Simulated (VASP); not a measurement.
# Al2O3 (P-3m1) in VASP: a series of runs

Runs on Al2O3. Level: PBEsol. Tasks: single point.

Everything below comes from runs of VASP 6.6.1. Logs are shortened: lines on timing, memory, paths and dates and some standing lists are left out, and cuts for length are marked.

### Step 1. The cell of the first run

It takes space group P-3m1 (No. 164, trigonal). The conventional cell has a = 2.897 Å, b = 2.897 Å, c = 6.969 Å, α = 90.00°, β = 90.00°, γ = 120.00°. Within 2.1 Å of Al (site symmetry 3m) lie 4 O at 1.55 to 1.76 Å. O (site symmetry 3m) has 3 Al at 1.76 Å within 2.3 Å. O (site symmetry -3m) has 2 Al at 1.55 Å within 2.1 Å.

### Step 2. Single point, PBEsol (strain -0.040 along x and y, -0.080 along z)

The input, INCAR:

```
PREC     = Accurate       # precision mode
ENCUT    = 520            # plane-wave cutoff, eV
EDIFF    = 1E-6           # SCF threshold, eV
ISMEAR   = 0              # smearing method
SIGMA    = 0.05           # smearing width, eV
LREAL    = False          # projectors in reciprocal space
LASPH    = True           # aspherical terms in the spheres
NELM     = 60             # most SCF steps
ALGO     = Normal         # electronic algorithm
ISIF     = 2              # what is computed and relaxed
LWAVE    = False          # write WAVECAR
LCHARG   = False          # write CHGCAR
GGA      = PS             # functional
NBANDS   = 20             # bands
```

The input, KPOINTS:

```
Automatic mesh
0
Gamma
  12 12 4
```

The input, POSCAR:

```
Al2O3
1.0
    2.8967832423      0.0000000000      0.0000000000
   -1.4483916211      2.5086878770      0.0000000000
    0.0000000000      0.0000000000      6.9686651220
Al O
2 3
Direct
    0.0000000000      0.0000000000      0.2779510000
    0.0000000000      0.0000000000      0.7220490000
    0.3333333333      0.6666666667      0.1994540000
    0.6666666667      0.3333333333      0.8005460000
    0.0000000000      0.0000000000      0.5000000000
```

Potentials or basis: VASP PAW PBE potentials, release 64 (Al, O).

Run with:

```sh
cat potpaw_PBE.64/Al/POTCAR potpaw_PBE.64/O/POTCAR > POTCAR
mpirun -np 1 vasp_std > vasp.out
```

OUTCAR:

```text
PREC = Accurate
   ENCUT = 520
   EDIFF = 1E-6
   ISMEAR = 0
   LREAL = False
   LASPH = True
   NELM = 60
   ISIF = 2
   GGA = PS

 ion  position               nearest neighbor table
   1  0.000  0.000  0.278-   5 1.55   3 1.76   3 1.76   3 1.76   2 3.09
   2  0.000  0.000  0.722-   5 1.55   4 1.76   4 1.76   4 1.76   1 3.09
   3  0.333  0.667  0.199-   1 1.76   1 1.76   1 1.76
   4  0.667  0.333  0.801-   2 1.76   2 1.76   2 1.76
   5  0.000  0.000  0.500-   1 1.55   2 1.55

  LATTYP: Found a hexagonal cell.
 ALAT       =     2.8967832423
 C/A-ratio  =     2.4056563916

  Lattice vectors:

 A1 = (   2.8967832423,   0.0000000000,   0.0000000000)
 A2 = (  -1.4483916211,   2.5086878770,   0.0000000000)
 A3 = (   0.0000000000,   0.0000000000,   6.9686651220)

Analysis of symmetry for initial positions (statically):
=====================================================================
 Subroutine PRICEL returns:
 Original cell was already a primitive cell.

 Routine SETGRP: Setting up the symmetry group for a
 hexagonal supercell.

 Subroutine GETGRP returns: Found 12 space group operations
 (whereof 12 operations were pure point group operations)
 out of a pool of 24 trial point group operations.

The static configuration has the point symmetry D_3d.

Analysis of symmetry for dynamics (positions and initial velocities):
=====================================================================
 Subroutine PRICEL returns:
 Original cell was already a primitive cell.

 Routine SETGRP: Setting up the symmetry group for a
 hexagonal supercell.

 Subroutine GETGRP returns: Found 12 space group operations
 (whereof 12 operations were pure point group operations)
 out of a pool of 24 trial point group operations.

The dynamic configuration has the point symmetry D_3d.

 Subroutine INISYM returns: Found 12 space group operations
 (whereof 12 operations are pure point group operations),
 and found     1 'primitive' translations

----------------------------------------------------------------------------------------

                                     Primitive cell

  volume of cell :      50.6422

  direct lattice vectors                    reciprocal lattice vectors
     2.896783242  0.000000000  0.000000000     0.345210503  0.199307377  0.000000000
    -1.448391621  2.508687877  0.000000000     0.000000000  0.398614754  0.000000000
     0.000000000  0.000000000  6.968665122     0.000000000  0.000000000  0.143499506

  length of vectors
[... 85 lines left out ...]
   LASPH  =      T    aspherical Exc in radial PAW
   ENCUT  =  520.0 eV  38.22 Ry    6.18 a.u.   5.39  5.39 12.96*2*pi/ulx,y,z
   NELM   =     60;   NELMIN=  2; NELMDL= -5     # of ELM steps
   EDIFF  = 0.1E-05   stopping-criterion for ELM
   LREAL  =      F    real-space projection
   EDIFFG = 0.1E-04   stopping-criterion for IOM
   NSW    =      0    number of steps for IOM
   IBRION =     -1    ionic relax: 0-MD 1-quasi-New 2-CG
   NFREE  =      0    steps in history (QN), initial steepest desc. (CG)
   ISIF   =      2    stress and relaxation
   ISYM   =      2    0-nonsym 1-usesym 2-fastsym
   POTIM  = 0.5000    time-step for ionic-motion
   TEBEG  =    0.0;   TEEND  =   0.0 temperature during run
   PSTRESS=    0.0 pullay stress
   NELECT =      24.0000    total number of electrons
   NUPDOWN=      -1.0000    fix difference up-down
   EMIN   =  10.00;   EMAX   =-10.00  energy-range for DOS
   EFERMI =   0.00;   METHOD = LEGACY
   ISMEAR =     0;   SIGMA  =   0.05  broadening in eV -4-tet -1-fermi 0-gaus
   EFERMI_NEDOS =   21; number of points for ismear=-14 and -15
   IALGO  =     38    algorithm
   IMIX   =      4    mixing-type and parameters
     AMIX     =   0.40;   BMIX     =  1.00
     AMIX_MAG =   1.60;   BMIX_MAG =  1.00
  volume/ion in A,a.u.               =      10.13        68.35
  Fermi-wavevector in a.u.,A,eV,Ry     =   1.276364  2.411978 22.165316  1.629105
  Thomas-Fermi vector in A             =   2.409024
   LORBIT       =      0    0 simple, 1 ext, 2 COOP (PROOUT), +10 PAW based schemes
   GGA     = PS    functional components
   LHFCALC =     F    Hartree Fock is set to
   AEXX    =    0.0000 exact exchange contribution
   IVDW    =     0    specifies the selected vdW correction
   LEPSILON=     F    determine dielectric tensor
   LRPA    =     F    only Hartree local field effects (RPA)
 non-spin polarized calculation
 Gauss-broadening in eV      SIGMA  =   0.05
  energy-cutoff  :      520.00
  volume of cell :       50.64
 maximum number of plane-waves:      1406
 NGX is ok and might be reduce to    24
   NGX = 11   NGY = 11   NGZ = 25

 number of electron      23.9999990 magnetization

 Free energy of the ion-electron system (eV)
  ---------------------------------------------------
  ext. energy  EPLUGINS =         0.00000000
  ---------------------------------------------------
  free energy    TOTEN  =       -36.78453565 eV

  energy without entropy =      -36.78453565  energy(sigma->0) =      -36.78453565

 E-fermi :   4.8740     XC(G=0): -10.7125

 val. band max:        4.6372179979   @ k =   0.0000   0.0000   0.0000
 cond. band min:       8.4868878491   @ k =   0.0000   0.0000   0.0000
 fundamental gap:      3.8496698513
 Fermi energy:         4.8740363575

 k-point     1 :       0.0000    0.0000    0.0000
  band No.  band energies     occupation
      1     -15.0315      2.00000
      2     -14.6223      2.00000
      3     -12.3874      2.00000
      4      -1.0625      2.00000
      5       0.2403      2.00000
      6       1.3283      2.00000
[... 541 lines left out ...]
     19      19.0987      0.00000
     20      19.2688      0.00000

 [... further k-points ...]
[... 5 lines left out ...]
  --------------------------------------------------------------------------------------
  -------------------------------------------------------------------------------------
  Total        6.6116961      6.6116961     20.1846252      0.0000000      0.0000000      0.0000000
  in kB      209.1757036    209.1757036    638.5854913      0.0000000      0.0000000      0.0000000
  external PRESSURE =     352.3122995 kB  Pullay stress =       0.0000000 kB

 VOLUME and BASIS-vectors are now :
 -----------------------------------------------------------------------------
  energy-cutoff  :      520.00
  volume of cell :       50.64
      direct lattice vectors                 reciprocal lattice vectors
     2.896783242  0.000000000  0.000000000     0.345210503  0.199307377  0.000000000
    -1.448391621  2.508687877  0.000000000     0.000000000  0.398614754  0.000000000
     0.000000000  0.000000000  6.968665122     0.000000000  0.000000000  0.143499506

 POSITION                                       TOTAL-FORCE (eV/Angst)
 -----------------------------------------------------------------------------------
      0.00000      0.00000      1.93695         0.000000     -0.000000     -4.441646
      0.00000      0.00000      5.03172         0.000000      0.000000      4.441646
     -0.00000      1.67246      1.38993         0.000000     -0.000000     -1.337714
      1.44839      0.83623      5.57874        -0.000000      0.000000      1.337714
      0.00000      0.00000      3.48433         0.000000      0.000000      0.000000
 -----------------------------------------------------------------------------------
    total drift:                                0.000000      0.000000     -0.000000

  FREE ENERGIE OF THE ION-ELECTRON SYSTEM (eV)
  ---------------------------------------------------
  free  energy   TOTEN  =       -36.7845356528 eV

  energy  without entropy=      -36.7845356528  energy(sigma->0) =      -36.78453565
```

It took 24 s on 1 thread of Intel Xeon 6975P-C (Granite Rapids), shared host; peak memory 0.2 GiB.

Results:

* Free energy: -36.7845 eV
* Pressure: 35.2 GPa
* Largest force: 4.442 eV/Å
* Band gap on the k mesh: 3.85 eV, direct

Forces in eV/Å, atoms in the order of the input:
```
Al   0.000  0.000 -4.442
Al   0.000  0.000  4.442
O    0.000  0.000 -1.338
O    0.000  0.000  1.338
O    0.000  0.000  0.000
```

Caveat: the cell differs from its parent crystal (strain -0.040 along x and y, -0.080 along z); the PAW data sets were made with another functional, which shifts forces and pressure a little. A k mesh can miss the band edges.

### Step 3. Single point, PBEsol (strain -0.080 along x and y, +0.040 along z)

The input, INCAR:

```
PREC = Accurate ; ENCUT = 520
EDIFF = 1E-6 ; ISMEAR = 0
SIGMA = 0.05 ; LREAL = F
LASPH = T ; NELM = 60
ALGO = Normal ; ISIF = 2
LWAVE = F ; LCHARG = F
GGA = PS ; NBANDS = 20
```

The input, KPOINTS:

```
regular mesh
0
Gamma
  12 12 4
```

POSCAR: that of step 2 with these lines changed.

```diff
@@ -2,5 +2,5 @@
 1.0
-    2.8967832423      0.0000000000      0.0000000000
-   -1.4483916211      2.5086878770      0.0000000000
-    0.0000000000      0.0000000000      6.9686651220
+    2.7760839405      0.0000000000      0.0000000000
+   -1.3880419702      2.4041592155      0.0000000000
+    0.0000000000      0.0000000000      7.8776214423
 Al O
```

Potentials or basis: VASP PAW PBE potentials, release 64 (Al, O).

Run with:

```sh
cat potpaw_PBE.64/Al/POTCAR potpaw_PBE.64/O/POTCAR > POTCAR
mpirun -np 1 vasp_std > vasp.out
```

Run time: 26 s. Hardware: 1 thread of Intel Xeon 6975P-C (Granite Rapids), shared host; peak memory 0.19 GiB.

The run converged. Its results:

* Free energy: -36.5961 eV
* Pressure: 22.5 GPa
* Largest force: 3.694 eV/Å
* Band gap on the k mesh: 1.64 eV, direct

Forces in eV/Å, atoms in the order of the input:
```
Al   0.000  0.000  3.694
Al   0.000  0.000 -3.694
O    0.000  0.000 -1.404
O    0.000  0.000  1.404
O    0.000  0.000  0.000
```

Stress tensor (GPa, compression positive):
```
 43.13   0.00   0.00
  0.00  43.13   0.00
  0.00   0.00 -18.73
```

Levels at points of the mesh, in eV from the valence-band top:
```tsv
k point	band 8	band 9	band 10	band 11	band 12	band 13	band 14	band 15	band 16	band 17
(0.00, 0.00, 0.00)	-5.67	-5.67	-4.22	0.00	0.00	1.64	4.02	6.28	9.23	9.31
(0.50, 0.00, 0.00)	-6.24	-5.49	-4.54	-3.40	-0.76	2.94	4.82	8.00	8.17	8.64
(0.00, 0.00, 0.50)	-5.67	-5.67	-4.74	0.00	0.00	2.60	2.90	7.34	7.56	10.56
(0.50, 0.00, 0.50)	-6.12	-5.68	-4.53	-3.37	-0.76	3.30	4.33	7.40	8.27	9.50
```

Caveat: the cell differs from its parent crystal (strain -0.080 along x and y, +0.040 along z); the PAW data sets were made with another functional, which shifts forces and pressure a little. A k mesh can miss the band edges.

(Continued in part 2 of 2.)
